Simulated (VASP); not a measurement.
Here is a VASP 6.6.1 calculation.

File INCAR:

```
PREC = Accurate ; ENCUT = 520
EDIFF = 1E-6 ; ISMEAR = -1
SIGMA = 0.1 ; LREAL = False
LASPH = True ; NELM = 100
ALGO = Normal ; ISIF = 2
LWAVE = False ; LCHARG = True
GGA = PS ; LELF = True
LVHAR = True ; NBANDS = 24
```

The input KPOINTS:

```
Automatic mesh
0
Gamma
  7 7 10
```

The input POSCAR:

```
La
1.0
    5.8826622570      0.0000000000      0.0000000000
   -2.9413311285      5.0945349565      0.0000000000
    0.0000000000      0.0000000000      3.5645950597
La
3
Direct
    0.0000000000      0.0000000000      0.0000000000
    0.3333333333      0.6666666667      0.5000000000
    0.6666666667      0.3333333333      0.5000000000
```

Potentials or basis: VASP PAW PBE potentials, release 64 (La).

Run with:

```console
$ cat potpaw_PBE.64/La/POTCAR > POTCAR
$ mpirun -np 1 vasp_std > vasp.out
```

(1) Predict the pressure.

## Answers

(1) -1.0 GPa.

Caveat: the PAW data sets were made with another functional, which shifts forces and pressure a little.
